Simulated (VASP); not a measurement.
# Pt (Fd-3m) in VASP: a series of runs

Runs on Pt. Level: PBE. Tasks: relaxation of cell and atoms.

All numbers are computed with VASP 6.6.1; they aren't measurements. Logs are shortened: lines on timing, memory, paths and dates and some standing lists are left out, and cuts for length are marked.

### Step 1. The cell of the first run

Symmetry: Fd-3m, No. 227, cubic system. The conventional cell has a = 5.390 Å, b = 5.390 Å, c = 5.390 Å, α = 90.00°, β = 90.00°, γ = 90.00°. Within 3.1 Å of Pt (site symmetry -43m) lie 4 Pt at 2.33 Å.

### Step 2. Relaxation of cell and atoms, PBE

The input, INCAR:

```
SYSTEM = Pt
PREC = Accurate ; ENCUT = 600
EDIFF = 1E-6 ; ISMEAR = 1
SIGMA = 0.05 ; LREAL = .False.
LASPH = .True. ; NELM = 80
ALGO = Normal ; ISIF = 3
LWAVE = .False. ; LCHARG = .False.
GGA = PE ; IBRION = 2
NSW = 80 ; EDIFFG = -0.01
```

The input, KPOINTS:

```
regular mesh
0
Gamma
  13 13 13
  0 0 0
```

The input, POSCAR:

```
Pt
1.0
    0.0000000000      2.6950000000      2.6950000000
    2.6950000000      0.0000000000      2.6950000000
    2.6950000000      2.6950000000      0.0000000000
Pt
2
Direct
    0.0000000000      0.0000000000      0.0000000000
    0.2500000000      0.2500000000      0.2500000000
```

Potentials or basis: VASP PAW PBE potentials, release 64 (Pt).

On the command line:

```console
cat potpaw_PBE.64/Pt/POTCAR > POTCAR
mpirun -np 1 vasp_std > vasp.out
```

OUTCAR:

```text
SYSTEM = Pt
   PREC = Accurate
   ENCUT = 600
   EDIFF = 1E-6
   ISMEAR = 1
   LREAL = .False.
   LASPH = .True.
   NELM = 80
   ISIF = 3
   GGA = PE
   IBRION = 2
   NSW = 80
   EDIFFG = -0.01

 ion  position               nearest neighbor table
   1  0.000  0.000  0.000-   2 2.33   2 2.33   2 2.33   2 2.33
   2  0.250  0.250  0.250-   1 2.33   1 2.33   1 2.33   1 2.33

  LATTYP: Found a face centered cubic cell.
 ALAT       =     5.3900000000

  Lattice vectors:

 A1 = (   0.0000000000,   2.6950000000,   2.6950000000)
 A2 = (   2.6950000000,   0.0000000000,   2.6950000000)
 A3 = (   2.6950000000,   2.6950000000,   0.0000000000)

Analysis of symmetry for initial positions (statically):
=====================================================================
 Subroutine PRICEL returns:
 Original cell was already a primitive cell.

 Routine SETGRP: Setting up the symmetry group for a
 face centered cubic supercell.

 Subroutine GETGRP returns: Found 48 space group operations
 (whereof 24 operations were pure point group operations)
 out of a pool of 48 trial point group operations.

The static configuration has the point symmetry T_d .
 The point group associated with its full space group is O_h .

Analysis of symmetry for dynamics (positions and initial velocities):
=====================================================================
 Subroutine PRICEL returns:
 Original cell was already a primitive cell.

 Routine SETGRP: Setting up the symmetry group for a
 face centered cubic supercell.

 Subroutine GETGRP returns: Found 48 space group operations
 (whereof 24 operations were pure point group operations)
 out of a pool of 48 trial point group operations.

The dynamic configuration has the point symmetry T_d .
 The point group associated with its full space group is O_h .

 Subroutine INISYM returns: Found 48 space group operations
 (whereof 24 operations are pure point group operations),
 and found     1 'primitive' translations

----------------------------------------------------------------------------------------

                                     Primitive cell

  volume of cell :      39.1477

  direct lattice vectors                    reciprocal lattice vectors
     0.000000000  2.695000000  2.695000000    -0.185528757  0.185528757  0.185528757
     2.695000000  0.000000000  2.695000000     0.185528757 -0.185528757  0.185528757
     2.695000000  2.695000000  0.000000000     0.185528757  0.185528757 -0.185528757

  length of vectors
     3.811305551  3.811305551  3.811305551     0.321345233  0.321345233  0.321345233

  position of ions in fractional coordinates (direct lattice)
     0.000000000  0.000000000  0.000000000
     0.250000000  0.250000000  0.250000000

  ion indices of the primitive-cell ions
   primitive index   ion index
                 1           1
                 2           2

----------------------------------------------------------------------------------------

 KPOINTS: regular mesh

Automatic generation of k-mesh.
 Grid dimensions read from file:
 generate k-points for:   13   13   13

 Generating k-lattice:

  Cartesian coordinates                     Fractional coordinates (reciprocal lattice)
    -0.014271443  0.014271443  0.014271443     0.076923077  0.000000000  0.000000000
     0.014271443 -0.014271443  0.014271443     0.000000000  0.076923077  0.000000000
     0.014271443  0.014271443 -0.014271443     0.000000000  0.000000000  0.076923077

  Length of vectors
     0.024718864  0.024718864  0.024718864

  Shift w.r.t. Gamma in fractional coordinates (k-lattice)
     0.000000000  0.000000000  0.000000000

 Subroutine IBZKPT returns following result:
 ===========================================

 Found     84 irreducible k-points:

 Following reciprocal coordinates:
            Coordinates               Weight
  0.000000  0.000000  0.000000      1.000000
  0.076923  0.000000  0.000000      8.000000
  0.153846  0.000000  0.000000      8.000000
  0.230769  0.000000  0.000000      8.000000
  0.307692  0.000000  0.000000      8.000000
  0.384615  0.000000  0.000000      8.000000
[... 16 lines left out ...]
  0.384615  0.153846  0.000000     24.000000
  0.461538  0.153846  0.000000     24.000000
 [... further k-points ...]
   k-points           NKPTS =     84   k-points in BZ     NKDIM =     84   number of bands    NBANDS=     14
   number of dos      NEDOS =    301   number of ions     NIONS =      2
   total plane-waves  NPLWV =  27000
   dimension x,y,z NGX =    30 NGY =   30 NGZ =   30
   dimension x,y,z NGXF=    60 NGYF=   60 NGZF=   60
   ions per type =               2
   NGX,Y,Z   is equivalent  to a cutoff of  13.09, 13.09, 13.09 a.u.
   NGXF,Y,Z  is equivalent  to a cutoff of  26.17, 26.17, 26.17 a.u.
 SYSTEM =  Pt
   PREC   = accura    normal or accurate (medium, high low for compatibility)
   ISTART =      0    job   : 0-new  1-cont  2-samecut
   ICHARG =      2    charge: 1-file 2-atom 10-const
   ISPIN  =      1    spin polarized calculation?
   LNONCOLLINEAR =      F non collinear calculations
   LSORBIT =      F    spin-orbit coupling
   LASPH  =      T    aspherical Exc in radial PAW
   ENCUT  =  600.0 eV  44.10 Ry    6.64 a.u.   7.61  7.61  7.61*2*pi/ulx,y,z
   NELM   =     80;   NELMIN=  2; NELMDL= -5     # of ELM steps
   EDIFF  = 0.1E-05   stopping-criterion for ELM
   LREAL  =      F    real-space projection
   EDIFFG = -.1E-01   stopping-criterion for IOM
   NSW    =     80    number of steps for IOM
   IBRION =      2    ionic relax: 0-MD 1-quasi-New 2-CG
   NFREE  =      1    steps in history (QN), initial steepest desc. (CG)
   ISIF   =      3    stress and relaxation
   ISYM   =      2    0-nonsym 1-usesym 2-fastsym
   POTIM  = 0.5000    time-step for ionic-motion
   TEBEG  =    0.0;   TEEND  =   0.0 temperature during run
   PSTRESS=    0.0 pullay stress
   NELECT =      20.0000    total number of electrons
   NUPDOWN=      -1.0000    fix difference up-down
   EMIN   =  10.00;   EMAX   =-10.00  energy-range for DOS
   EFERMI =   0.00;   METHOD = LEGACY
   ISMEAR =     1;   SIGMA  =   0.05  broadening in eV -4-tet -1-fermi 0-gaus
   EFERMI_NEDOS =   21; number of points for ismear=-14 and -15
   IALGO  =     38    algorithm
   IMIX   =      4    mixing-type and parameters
     AMIX     =   0.40;   BMIX     =  1.00
     AMIX_MAG =   1.60;   BMIX_MAG =  1.00
  volume/ion in A,a.u.               =      19.57       132.09
  Fermi-wavevector in a.u.,A,eV,Ry     =   1.308728  2.473137 23.303637  1.712769
  Thomas-Fermi vector in A             =   2.439375
   LORBIT       =      0    0 simple, 1 ext, 2 COOP (PROOUT), +10 PAW based schemes
   GGA     = PE    functional components
   LHFCALC =     F    Hartree Fock is set to
   AEXX    =    0.0000 exact exchange contribution
   IVDW    =     0    specifies the selected vdW correction
   LEPSILON=     F    determine dielectric tensor
   LRPA    =     F    only Hartree local field effects (RPA)
 conjugate gradient relaxation of ions
 non-spin polarized calculation
 Methfessel and Paxton  Order N= 1 SIGMA  =   0.05
  energy-cutoff  :      600.00
  volume of cell :       39.15
 maximum number of plane-waves:      1325
   NGX = 15   NGY = 15   NGZ = 15

--------------------------------------- Ionic step        1  -------------------------------------------

 number of electron      20.0000002 magnetization

 Free energy of the ion-electron system (eV)
  ---------------------------------------------------
  ext. energy  EPLUGINS =         0.00000000
  ---------------------------------------------------
  free energy    TOTEN  =        -9.16537274 eV

  energy without entropy =       -9.16537045  energy(sigma->0) =       -9.16537198

------------------------ aborting loop because EDIFF is reached ----------------------------------------

  FORCE on cell =-STRESS in cart. coord.  units (eV):
  Direction    XX          YY          ZZ          XY          YZ          ZX
  --------------------------------------------------------------------------------------
  -------------------------------------------------------------------------------------
  Total        9.7380820      9.7380820      9.7380820      0.0000000     -0.0000000     -0.0000000
  in kB      398.5453139    398.5453139    398.5453139      0.0000000     -0.0000000     -0.0000000
  external PRESSURE =     398.5453139 kB  Pullay stress =       0.0000000 kB
[... 21 lines left out ...]
  energy  without entropy=       -9.1653704525  energy(sigma->0) =       -9.16537198

--------------------------------------- Ionic step        2  -------------------------------------------

 number of electron      19.9999989 magnetization

 E-fermi :   0.9418     XC(G=0):  -8.2468

 val. band max:        0.9410468060   @ k =   0.4615   0.1538   0.0000
 cond. band min:       0.9418813468   @ k =  -0.3846   0.4615   0.1538
 fundamental gap:      0.0008345408
 Fermi energy:         0.9417990148

 k-point     1 :       0.0000    0.0000    0.0000
  band No.  band energies     occupation
      1      -3.3761      2.00000
      2      -1.3390      2.00000
      3      -1.3390      2.00000
      4      -1.3390      2.00000
      5      -1.3037      2.00000
      6      -1.3037      2.00000
      7       0.0619      2.00000
      8       0.0619      2.00000
      9       0.0619      2.00000
     10       0.8294      2.00665
     11       0.8294      2.00665
     12       8.2114      0.00000
     13       9.5368      0.00000
     14       9.5368      0.00000
[... 496 lines left out ...]
  energy  without entropy=      -10.0479098621  energy(sigma->0) =      -10.04805249

--------------------------------------- Ionic step        5  -------------------------------------------

 number of electron      19.9999997 magnetization

 Free energy of the ion-electron system (eV)
  ---------------------------------------------------
  ext. energy  EPLUGINS =         0.00000000
  ---------------------------------------------------
  free energy    TOTEN  =       -10.05002657 eV

  energy without entropy =      -10.04989568  energy(sigma->0) =      -10.04998294

 E-fermi :   5.0933     XC(G=0): -10.4621

 val. band max:        5.0881779825   @ k =   0.3077   0.0769   0.0000
 cond. band min:       5.0978762251   @ k =  -0.2308   0.0769   0.0000
 fundamental gap:      0.0096982426
 Fermi energy:         5.0933077703

 k-point     1 :       0.0000    0.0000    0.0000
  band No.  band energies     occupation
      1      -1.9116      2.00000
      2       0.6312      2.00000
      3       0.6312      2.00000
      4       0.7872      2.00000
      5       0.7872      2.00000
      6       0.7872      2.00000
      7       3.2478      2.00000
      8       3.2478      2.00000
      9       3.2478      2.00000
     10       4.9971      2.02022
     11       4.9971      2.02022
     12      15.5516      0.00000
     13      15.6831      0.00000
     14      16.6702      0.00000
[... 420 lines left out ...]
  FREE ENERGIE OF THE ION-ELECTRON SYSTEM (eV)
  ---------------------------------------------------
  free  energy   TOTEN  =       -10.0500265703 eV

  energy  without entropy=      -10.0498956777  energy(sigma->0) =      -10.04998294

 reached required accuracy - stopping structural energy minimisation
```

It took 96 s on 1 thread of Intel Xeon 6975P-C (Granite Rapids), shared host; peak memory 0.2 GiB.

Results:

```yaml
Free_energy: -10.0500 eV
Relaxed_volume: 23.94 Å³/atom
Relaxed_cell: a = 4.076 Å, b = 4.076 Å, c = 4.076 Å, α = 60.00°, β = 60.00°, γ = 60.00°
Space_group_after_relaxing_to_0.05_Å: Fd-3m (No. 227)
Energy_gained_by_relaxing: 442.3 meV/atom
Ionic_steps: 5
Pressure_after_relaxing: 0.0 GPa
Band_gap_on_the_k_mesh: zero (band 10 reaches 5.28 eV, above the bottom of band 11 at 4.70 eV)
```

Step by step:
| step | energy change (eV) | largest force (eV/Å) | pressure (GPa) | volume (Å³) |
| --- | --- | --- | --- | --- |
| 1 | 0.0000 | 0.0000 | 39.85 | 39.15 |
| 2 | 1.0588 | 0.0000 | -14.90 | 73.72 |
| 3 | -0.8668 | 0.0000 | -3.44 | 49.49 |
| 4 | -0.8828 | 0.0000 | -1.18 | 48.40 |
| 5 | -0.8847 | 0.0000 | 0.04 | 47.88 |

Final structure:
```xyz
2
Lattice="0.0000 2.8821 2.8821 2.8821 0.0000 2.8821 2.8821 2.8821 0.0000" Properties=species:S:1:pos:R:3 pbc="T T T"
Pt    0.0000    0.0000    0.0000
Pt    1.4410    1.4410    1.4410
```

Levels at points of the mesh, in eV from the Fermi level:
| k point | band 8 | band 9 | band 10 | band 11 | band 12 | band 13 |
| --- | --- | --- | --- | --- | --- | --- |
| (0.00, 0.00, 0.00) | -1.85 | -1.85 | -0.10 | -0.10 | 10.46 | 10.59 |

Caveat: the volume moved by over 15 % at a fixed basis, so the end points are rough; spin-orbit coupling is left out, which moves the levels of the heavy elements.

### Step 3. Relaxation of cell and atoms, PBE

This run uses another cell than the first one, of 24.03 Å³/atom, 1.228 times its volume.

The input, INCAR:

```
PREC     = Accurate       # precision mode
ENCUT    = 600            # plane-wave cutoff, eV
EDIFF    = 1E-6           # SCF threshold, eV
ISMEAR   = 1              # smearing method
SIGMA    = 0.05           # smearing width, eV
LREAL    = F              # projectors in reciprocal space
LASPH    = T              # aspherical terms in the spheres
NELM     = 100            # most SCF steps
ALGO     = Normal         # electronic algorithm
ISIF     = 3              # what is computed and relaxed
LWAVE    = F              # write WAVECAR
LCHARG   = F              # write CHGCAR
GGA      = PE             # functional
IBRION   = 2              # ionic algorithm
NSW      = 80             # ionic steps
EDIFFG   = -0.01          # ionic threshold
```

The input, KPOINTS:

```
regular mesh
0
Gamma
  12 12 12
```

The input, POSCAR:

```
Pt
1.0
    0.0000000000      2.8856843506      2.8856843506
    2.8856843506      0.0000000000      2.8856843506
    2.8856843506      2.8856843506      0.0000000000
Pt
2
Direct
    0.0000000000      0.0000000000      0.0000000000
    0.2500000000      0.2500000000      0.2500000000
```

Potentials or basis: VASP PAW PBE potentials, release 64 (Pt).

On the command line:

```console
cat potpaw_PBE.64/Pt/POTCAR > POTCAR
mpirun -np 1 vasp_std > vasp.out
```

Run time: 48 s. Hardware: 1 thread of Intel Xeon 6975P-C (Granite Rapids), shared host; peak memory 0.23 GiB.

The run converged. Its results:

| Item | Value |
| --- | --- |
| Free energy | -10.0539 eV |
| Relaxed volume | 23.98 Å³/atom |
| Relaxed cell | a = 4.078 Å, b = 4.078 Å, c = 4.078 Å, α = 60.00°, β = 60.00°, γ = 60.00° |
| Space group after relaxing (to 0.05 Å) | Fd-3m (No. 227) |
| Energy gained by relaxing | 0.0 meV/atom |
| Ionic steps | 3 |
| Pressure after relaxing | 0.0 GPa |
| Band gap on the k mesh | zero (band 10 reaches 5.28 eV, above the bottom of band 11 at 4.67 eV) |

Final structure:
```xyz
2
Lattice="0.0000 2.8836 2.8836 2.8836 0.0000 2.8836 2.8836 2.8836 0.0000" Properties=species:S:1:pos:R:3 pbc="T T T"
Pt    0.0000    0.0000    0.0000
Pt    1.4418    1.4418    1.4418
```

Levels at points of the mesh, in eV from the Fermi level:
```tsv
k point	band 7	band 8	band 9	band 10	band 11	band 12	band 13	band 14
(0.00, 0.00, 0.00)	-1.85	-1.85	-1.85	-0.11	-0.11	10.44	10.57	11.55
(0.50, 0.00, 0.00)	-1.38	-1.38	-1.31	-0.42	-0.42	0.73	7.94	7.94
(0.50, 0.50, 0.00)	-2.46	-2.46	-0.17	-0.17	1.27	1.27	3.89	3.89
```

Caveat: spin-orbit coupling is left out, which moves the levels of the heavy elements.
